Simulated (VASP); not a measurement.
# Ir (Im-3m) in VASP: further runs

The runs below take Ir through single point, with PBE.

All numbers are computed with VASP 6.6.1; they aren't measurements. Logs are shortened: lines on timing, memory, paths and dates and some standing lists are left out, and cuts for length are marked.

### Step 1. The cell of the first run

The structure is cubic, space group Im-3m (No. 229). Conventional cell: a = 3.111 Å, b = 3.111 Å, c = 3.111 Å, α = 90.00°, β = 90.00°, γ = 90.00°. Within 3.6 Å of Ir (site symmetry m-3m) lie 14 Ir at 2.69 to 3.11 Å.

### Step 2. Single point, PBE, non-collinear spin, zero start, spin-orbit coupling

INCAR reads:

```
SYSTEM = Ir
  PREC = Accurate
  ENCUT = 520
  EDIFF = 1E-6
  ISMEAR = 0
  SIGMA = 0.05
  LREAL = .FALSE.
  LASPH = .TRUE.
  NELM = 150
  ALGO = Normal
  ISIF = 2
  LWAVE = .FALSE.
  LCHARG = .TRUE.
  MAGMOM = 0 0 0
  LORBIT = 11
  LSORBIT = .TRUE.
  GGA_COMPAT = .FALSE.
  LORBMOM = .TRUE.
  LMAXMIX = 4
  GGA = PE
  LVHAR = .TRUE.
  NBANDS = 20
```

KPOINTS reads:

```
Automatic mesh
0
G
  18 18 18
  0 0 0
```

POSCAR reads:

```
Ir
1.0
   -1.5555326952      1.5555326952      1.5555326952
    1.5555326952     -1.5555326952      1.5555326952
    1.5555326952      1.5555326952     -1.5555326952
Ir
1
Direct
    0.0000000000      0.0000000000      0.0000000000
```

Potentials or basis: VASP PAW PBE potentials, release 64 (Ir).

Run with:

```
cat potpaw_PBE.64/Ir/POTCAR > POTCAR
mpirun -np 1 vasp_ncl > vasp.out
```

OUTCAR:

```text
SYSTEM = Ir
   PREC = Accurate
   ENCUT = 520
   EDIFF = 1E-6
   ISMEAR = 0
   LREAL = .FALSE.
   LASPH = .TRUE.
   NELM = 150
   ISIF = 2
   LORBIT = 11
   LSORBIT = .TRUE.
   GGA = PE

 ion  position               nearest neighbor table
   1  0.000  0.000  0.000-

  LATTYP: Found a body centered cubic cell.
 ALAT       =     3.1110653904

  Lattice vectors:

 A1 = (  -1.5555326952,   1.5555326952,   1.5555326952)
 A2 = (   1.5555326952,  -1.5555326952,   1.5555326952)
 A3 = (   1.5555326952,   1.5555326952,  -1.5555326952)

Analysis of symmetry for initial positions (statically):
=====================================================================
 Subroutine PRICEL returns:
 Original cell was already a primitive cell.

 Routine SETGRP: Setting up the symmetry group for a
 body centered cubic supercell.

 Subroutine GETGRP returns: Found 48 space group operations
 (whereof 48 operations were pure point group operations)
 out of a pool of 48 trial point group operations.

The static configuration has the point symmetry O_h .

Analysis of symmetry for dynamics (positions and initial velocities):
=====================================================================
 Subroutine PRICEL returns:
 Original cell was already a primitive cell.

 Routine SETGRP: Setting up the symmetry group for a
 body centered cubic supercell.

 Subroutine GETGRP returns: Found 48 space group operations
 (whereof 48 operations were pure point group operations)
 out of a pool of 48 trial point group operations.

The dynamic configuration has the point symmetry O_h .

Analysis of structural, dynamic, and magnetic symmetry:
=====================================================================
 Subroutine PRICEL returns:
 Original cell was already a primitive cell.

 Routine SETGRP: Setting up the symmetry group for a
 body centered cubic supercell.

 Subroutine GETGRP returns: Found 48 space group operations
 (whereof 48 operations were pure point group operations)
 out of a pool of 48 trial point group operations.

The overall configuration has the point symmetry O_h .

 Subroutine INISYM returns: Found 48 space group operations
 (whereof 48 operations are pure point group operations),
 and found     1 'primitive' translations

----------------------------------------------------------------------------------------

                                     Primitive cell

  volume of cell :      15.0556

  direct lattice vectors                    reciprocal lattice vectors
    -1.555532695  1.555532695  1.555532695     0.000000000  0.321433295  0.321433295
     1.555532695 -1.555532695  1.555532695     0.321433295  0.000000000  0.321433295
     1.555532695  1.555532695 -1.555532695     0.321433295  0.321433295  0.000000000

  length of vectors
     2.694261661  2.694261661  2.694261661     0.454575325  0.454575325  0.454575325

  position of ions in fractional coordinates (direct lattice)
     0.000000000  0.000000000  0.000000000

  ion indices of the primitive-cell ions
   primitive index   ion index
                 1           1

----------------------------------------------------------------------------------------

 KPOINTS: Automatic mesh

Automatic generation of k-mesh.
 Grid dimensions read from file:
 generate k-points for:   18   18   18

 Generating k-lattice:

  Cartesian coordinates                     Fractional coordinates (reciprocal lattice)
     0.000000000  0.017857405  0.017857405     0.055555556  0.000000000  0.000000000
     0.017857405  0.000000000  0.017857405     0.000000000  0.055555556  0.000000000
     0.017857405  0.017857405  0.000000000     0.000000000  0.000000000  0.055555556

  Length of vectors
     0.025254185  0.025254185  0.025254185

  Shift w.r.t. Gamma in fractional coordinates (k-lattice)
     0.000000000  0.000000000  0.000000000

 Subroutine IBZKPT returns following result:
[... 41 lines left out ...]
   ISTART =      0    job   : 0-new  1-cont  2-samecut
   ICHARG =      2    charge: 1-file 2-atom 10-const
   ISPIN  =      1    spin polarized calculation?
   LNONCOLLINEAR =      T non collinear calculations
   LSORBIT =      T    spin-orbit coupling
   LASPH  =      T    aspherical Exc in radial PAW
   ENCUT  =  520.0 eV  38.22 Ry    6.18 a.u.   5.01  5.01  5.01*2*pi/ulx,y,z
   NELM   =    150;   NELMIN=  2; NELMDL= -5     # of ELM steps
   EDIFF  = 0.1E-05   stopping-criterion for ELM
   LREAL  =      F    real-space projection
   EDIFFG = 0.1E-04   stopping-criterion for IOM
   NSW    =      0    number of steps for IOM
   IBRION =     -1    ionic relax: 0-MD 1-quasi-New 2-CG
   NFREE  =      0    steps in history (QN), initial steepest desc. (CG)
   ISIF   =      2    stress and relaxation
   ISYM   =      2    0-nonsym 1-usesym 2-fastsym
   POTIM  = 0.5000    time-step for ionic-motion
   TEBEG  =    0.0;   TEEND  =   0.0 temperature during run
   PSTRESS=    0.0 pullay stress
   NELECT =       9.0000    total number of electrons
   NUPDOWN=      -1.0000    fix difference up-down
   EMIN   =  10.00;   EMAX   =-10.00  energy-range for DOS
   EFERMI =   0.00;   METHOD = LEGACY
   ISMEAR =     0;   SIGMA  =   0.05  broadening in eV -4-tet -1-fermi 0-gaus
   EFERMI_NEDOS =   21; number of points for ismear=-14 and -15
   IALGO  =     38    algorithm
   IMIX   =      4    mixing-type and parameters
     AMIX     =   0.40;   BMIX     =  1.00
     AMIX_MAG =   1.60;   BMIX_MAG =  1.00
  volume/ion in A,a.u.               =      15.06       101.60
  Fermi-wavevector in a.u.,A,eV,Ry     =   1.379081  2.606086 25.876446  1.901865
  Thomas-Fermi vector in A             =   2.504084
   LORBIT       =     11    0 simple, 1 ext, 2 COOP (PROOUT), +10 PAW based schemes
   GGA     = PE    functional components
   LHFCALC =     F    Hartree Fock is set to
   AEXX    =    0.0000 exact exchange contribution
   IVDW    =     0    specifies the selected vdW correction
   LEPSILON=     F    determine dielectric tensor
   LRPA    =     F    only Hartree local field effects (RPA)
 Gauss-broadening in eV      SIGMA  =   0.05
  energy-cutoff  :      520.00
  volume of cell :       15.06
 maximum number of plane-waves:       840
   NGX =  9   NGY =  9   NGZ =  9

 number of electron       9.0000000 magnetization       0.0000000      0.0000000      0.0000000

 number of electron       9.0000002 magnetization       0.0000000     -0.0000000      0.0000000

 number of electron       9.0000002 magnetization      -0.0000000      0.0000000     -0.0000000

 Free energy of the ion-electron system (eV)
  ---------------------------------------------------
  ext. energy  EPLUGINS =         0.00000000
  ---------------------------------------------------
  free energy    TOTEN  =        -8.65174633 eV

  energy without entropy =       -8.64828450  energy(sigma->0) =       -8.65001542

 E-fermi :   9.2632     XC(G=0): -13.6011

 val. band max:        9.2596198267   @ k =   0.3333   0.1111   0.1111
 cond. band min:       9.2633744055   @ k =   0.2222   0.2222   0.1111
 fundamental gap:      0.0037545788
 Fermi energy:         9.2631504058

 k-point     1 :       0.0000    0.0000    0.0000
  band No.  band energies     occupation
      1      -1.0878      1.00000
      2      -1.0878      1.00000
      3       5.3980      1.00000
      4       5.3980      1.00000
      5       5.3980      1.00000
      6       5.3980      1.00000
[... 541 lines left out ...]
     19      33.2314      0.00000
     20      33.2314      0.00000

 [... further k-points ...]
[... 5 lines left out ...]
  --------------------------------------------------------------------------------------
  -------------------------------------------------------------------------------------
  Total        0.1750861      0.1750861      0.1750861      0.0000000      0.0000000      0.0000000
  in kB       18.6322337     18.6322337     18.6322337      0.0000000      0.0000000      0.0000000
  external PRESSURE =      18.6322337 kB  Pullay stress =       0.0000000 kB

 VOLUME and BASIS-vectors are now :
 -----------------------------------------------------------------------------
  energy-cutoff  :      520.00
  volume of cell :       15.06
      direct lattice vectors                 reciprocal lattice vectors
    -1.555532695  1.555532695  1.555532695     0.000000000  0.321433295  0.321433295
     1.555532695 -1.555532695  1.555532695     0.321433295  0.000000000  0.321433295
     1.555532695  1.555532695 -1.555532695     0.321433295  0.321433295  0.000000000

 POSITION                                       TOTAL-FORCE (eV/Angst)
 -----------------------------------------------------------------------------------
      0.00000      0.00000      0.00000        -0.000000     -0.000000     -0.000000
 -----------------------------------------------------------------------------------
    total drift:                                0.000000     -0.000000      0.000000

  FREE ENERGIE OF THE ION-ELECTRON SYSTEM (eV)
  ---------------------------------------------------
  free  energy   TOTEN  =        -8.6517463342 eV

  energy  without entropy=       -8.6482844999  energy(sigma->0) =       -8.65001542

 orbital moment (x)

 # of ion     p       d       tot
 ----------------------------------------
  1         0.000  -0.000  -0.000
 ----------------------------------------
            0.000  -0.000  -0.000

 orbital moment (y)

 # of ion     p       d       tot
 ----------------------------------------
  1         0.000  -0.000  -0.000
 ----------------------------------------
            0.000  -0.000  -0.000

 orbital moment (z)

 # of ion     p       d       tot
 ----------------------------------------
  1         0.000   0.000   0.000
 ----------------------------------------
            0.000   0.000   0.000

 Spin-Orbit-Coupling matrix elements

 Ion:    1  E_soc:     -0.8708670
 l=   1
     0.0000000    -0.0353187    -0.0353187
    -0.0353187     0.0000000    -0.0353187
    -0.0353187    -0.0353187     0.0000000
 l=   2
     0.0000000    -0.0118335     0.0000000    -0.0118335    -0.0979923
    -0.0118335     0.0000000    -0.0734942    -0.0118335    -0.0244981
     0.0000000    -0.0734942     0.0000000    -0.0734942     0.0000000
    -0.0118335    -0.0118335    -0.0734942     0.0000000    -0.0244981
    -0.0979923    -0.0244981     0.0000000    -0.0244981     0.0000000
 l=   3
     0.0000000     0.0000000     0.0000000     0.0000000     0.0000000     0.0000000     0.0000000
     0.0000000     0.0000000     0.0000000     0.0000000     0.0000000     0.0000000     0.0000000
     0.0000000     0.0000000     0.0000000     0.0000000     0.0000000     0.0000000     0.0000000
     0.0000000     0.0000000     0.0000000     0.0000000     0.0000000     0.0000000     0.0000000
     0.0000000     0.0000000     0.0000000     0.0000000     0.0000000     0.0000000     0.0000000
     0.0000000     0.0000000     0.0000000     0.0000000     0.0000000     0.0000000     0.0000000
     0.0000000     0.0000000     0.0000000     0.0000000     0.0000000     0.0000000     0.0000000

 total charge

# of ion       s       p       d       tot
------------------------------------------
    1        0.635   0.634   6.956   8.225

 magnetization (x)

# of ion       s       p       d       tot
------------------------------------------
    1        0.000  -0.000   0.000  -0.000

 magnetization (y)

# of ion       s       p       d       tot
------------------------------------------
    1        0.000  -0.000   0.000  -0.000

 magnetization (z)

# of ion       s       p       d       tot
------------------------------------------
    1       -0.000  -0.000   0.000  -0.000
```

Run time: 44 s. Hardware: 1 thread of Intel Xeon 6975P-C (Granite Rapids), shared host; peak memory 0.22 GiB.

Results:

* Free energy: -8.6517 eV
* Pressure: 1.9 GPa
* Net moment: 0.00 μB per cell
* Valence electrons inside the program's atomic spheres: Ir 8.22

Moments on the atoms (μB; x, y, z):
```
Ir  0.00 0.00 0.00
```

### Step 3. Single point, PBE

This run uses another cell than the first one, of 14.16 Å³/atom, 0.940 times its volume.

INCAR reads:

```
ALGO = Normal
EDIFF = 1E-7
ENCUT = 520
GGA = PE
ISIF = 2
ISMEAR = 0
LASPH = T
LCHARG = F
LREAL = F
LWAVE = F
NBANDS = 10
NELM = 100
PREC = Accurate
SIGMA = 0.05
```

KPOINTS reads:

```
k-points
0
Gamma
  10 10 10
```

POSCAR reads:

```
Ir
1.0
   -1.5239058711      1.5239058711      1.5239058711
    1.5239058711     -1.5239058711      1.5239058711
    1.5239058711      1.5239058711     -1.5239058711
Ir
1
Direct
    0.0000000000      0.0000000000      0.0000000000
```

Potentials or basis: VASP PAW PBE potentials, release 64 (Ir).

Run with:

```
cat potpaw_PBE.64/Ir/POTCAR > POTCAR
mpirun -np 1 vasp_std > vasp.out
```

It took 3 s on 1 thread of AMD EPYC 9R45 (Zen 5), shared host; peak memory 0.1 GiB.

The run converged. Its results:

* Free energy: -8.1632 eV
* Pressure: 22.4 GPa

Levels at points of the mesh, in eV from the Fermi level:
| k point | band 1 | band 2 | band 3 | band 4 | band 5 | band 6 | band 7 | band 8 | band 9 | band 10 |
| --- | --- | --- | --- | --- | --- | --- | --- | --- | --- | --- |
| (0.00, 0.00, 0.00) | -10.86 | -3.74 | -3.74 | -3.74 | -0.57 | -0.57 | 16.95 | 16.95 | 16.95 | 28.22 |
| (0.50, 0.00, 0.00) | -7.76 | -5.64 | -0.74 | -0.12 | -0.04 | 2.36 | 8.29 | 13.08 | 17.23 | 25.04 |
| (0.50, 0.50, 0.50) | -7.32 | -7.32 | 1.61 | 1.61 | 1.61 | 8.03 | 8.03 | 8.03 | 15.19 | 21.38 |

Caveat: spin-orbit coupling is left out, which moves the levels of the heavy elements.
